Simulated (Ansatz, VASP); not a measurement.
Ni in VASP and in Ansatz

File INCAR:

```
SYSTEM = Ni
PREC = Accurate ; ENCUT = 520
EDIFF = 1E-8 ; ISMEAR = -1
SIGMA = 0.08 ; LREAL = .FALSE.
LASPH = .TRUE. ; NELM = 150
ALGO = Normal ; ISIF = 2
LWAVE = .FALSE. ; LCHARG = .FALSE.
ISPIN = 2 ; MAGMOM = 1.5
LORBIT = 11 ; LMAXMIX = 4
GGA = PS ; LEFG = .TRUE.
NBANDS = 15
```

Contents of KPOINTS:

```
Automatic mesh
0
G
  18 18 18
  0 0 0
```

POSCAR

```
Ni
1.0
    0.0000000000      1.7596086113      1.7596086113
    1.7596086113      0.0000000000      1.7596086113
    1.7596086113      1.7596086113      0.0000000000
Ni
1
Direct
    0.0000000000      0.0000000000      0.0000000000
```

Input for Ansatz:

```yaml
crystal:
  lattice:
    - [0.0, 1.7596086113, 1.7596086113]
    - [1.7596086113, 0.0, 1.7596086113]
    - [1.7596086113, 1.7596086113, 0.0]
  atoms:
    - { symbol: Ni, position: [0.0, 0.0, 0.0], spin: 1.5 }
magnetization:
  spin_polarized: true
kpoints:
  mp_grid: { grid: [18, 18, 18] }
  band_path:
    path:
      - [0.0, 0.0, 0.0]
      - [0.5, 0.0, 0.5]
      - [0.625, 0.25, 0.625]
      - [0.375, 0.375, 0.75]
      - [0.0, 0.0, 0.0]
      - [0.5, 0.5, 0.5]
      - [0.5, 0.25, 0.75]
      - [0.5, 0.0, 0.5]
    npoints: 5
scf:
  occupations: { method: fermi_dirac, width: 0.08 }
hamiltonian:
  xc: pbesol
  pseudopotentials: { kind: paw }
output:
  forces: true
  stress: true
  eigenvalues: true
  efg: { contact_densities: true }
```

Alike in both runs: task electric field gradients; functional PBEsol; k mesh 18 × 18 × 18; occupations fermi-dirac, width 0.08 eV; collinear spin.

```csv
,VASP,Ansatz
version,VASP 6.6.1,Ansatz 0.2.0
potentials or method,"VASP PAW PBE potentials, release 64 (Ni)","PAW with Ansatz's default frozen-core files, scalar-relativistic"
plane-wave cutoff (eV),520,420
valence electrons in the cell,10,18
```

VASP gave:

* pressure (GPa): -9.6
* net moment per atom (μB): 0.62
* size of the moment on the site where the two differ most (μB): 0.62

**Question.** What did Ansatz give for the same quantities?

**Answer.** Pressure (GPa): -9.8; net moment per atom (μB): 0.62; size of the moment on the site where the two differ most (μB): 0.66.

VASP's potentials were made for PBE, not for PBEsol. Site moments also hang on the region over which each program counts them. VASP's potentials hold 10 valence electrons a cell and Ansatz's 18, so a difference there can come from the potentials and not from the codes.
